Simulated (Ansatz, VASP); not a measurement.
## MoS2: VASP beside Ansatz

INCAR

```
PREC     = Accurate       # precision mode
ENCUT    = 520            # plane-wave cutoff, eV
EDIFF    = 1E-6           # SCF threshold, eV
ISMEAR   = 0              # smearing method
SIGMA    = 0.05           # smearing width, eV
LREAL    = False          # projectors in reciprocal space
LASPH    = True           # aspherical terms in the spheres
NELM     = 60             # most SCF steps
ALGO     = Normal         # electronic algorithm
ISIF     = 2              # what is computed and relaxed
LWAVE    = False          # write WAVECAR
LCHARG   = False          # write CHGCAR
GGA      = PE             # functional
IVDW     = 12             # dispersion correction
NBANDS   = 35             # bands
```

KPOINTS

```
Automatic mesh
0
Gamma
  12 12 4
```

File POSCAR:

```
MoS2
1.0
    3.1808000000      0.0000000000      0.0000000000
   -1.5904000000      2.7546536043      0.0000000000
    0.0000000000      0.0000000000     11.0072000000
Mo S
2 4
Direct
    0.6666666667      0.3333333333      0.2501439769
    0.3333333333      0.6666666667      0.7498560231
    0.3333333333      0.6666666667      0.3795985159
    0.6666666667      0.3333333333      0.8793132861
    0.3333333333      0.6666666667      0.1206867139
    0.6666666667      0.3333333333      0.6204014841
```

Input for Ansatz:

```yaml
crystal:
  lattice:
    - [3.1808, 0.0, 0.0]
    - [-1.5904, 2.7546536043, 0.0]
    - [0.0, 0.0, 11.0072]
  atoms:
    - { symbol: Mo, position: [0.6666666667, 0.3333333333, 0.2501439769] }
    - { symbol: Mo, position: [0.3333333333, 0.6666666667, 0.7498560231] }
    - { symbol: S, position: [0.3333333333, 0.6666666667, 0.3795985159] }
    - { symbol: S, position: [0.6666666667, 0.3333333333, 0.8793132861] }
    - { symbol: S, position: [0.3333333333, 0.6666666667, 0.1206867139] }
    - { symbol: S, position: [0.6666666667, 0.3333333333, 0.6204014841] }
basis:
  ecutwfc: 420
kpoints:
  mp_grid: { grid: [12, 12, 4] }
hamiltonian:
  xc: pbe
  pseudopotentials: { kind: paw, azcp: { folder: soft_1 } }
  dispersion: d3bj
scf:
  occupations: { method: gaussian, width: 0.05 }
output:
  forces: true
  stress: true
  eigenvalues: true
```

Alike in both runs: task single point; functional PBE; dispersion D3(BJ); k mesh 12 × 12 × 4; occupations gaussian, width 0.05 eV; no spin polarisation.

|  | VASP | Ansatz |
| --- | --- | --- |
| version | VASP 6.6.1 | Ansatz 0.2.0 |
| potentials or method | VASP PAW PBE potentials, release 64 (Mo_sv, S), cutoff 520 eV | scalar-relativistic, plane waves, PAW |
| valence electrons in the cell | 52 | 52 |

Ansatz gave:

```
gap on the k mesh at the Fermi level (eV)                     : none
pressure (GPa)                                                : 15.4
traceless stress, the component that is largest in VASP (GPa) : 14.99
rms of the force components (eV/Å)                            : 1.238
```

Q: What did VASP give for the same quantities?

A: gap on the k mesh at the Fermi level (eV): none; pressure (GPa): 15.1; traceless stress, the component that is largest in VASP (GPa): 14.94; rms of the force components (eV/Å): 1.224.

Atom by atom the forces differ by 0.014 eV/Å (rms over components). A gap of «none» marks a metal or a gap that the smearing closes.
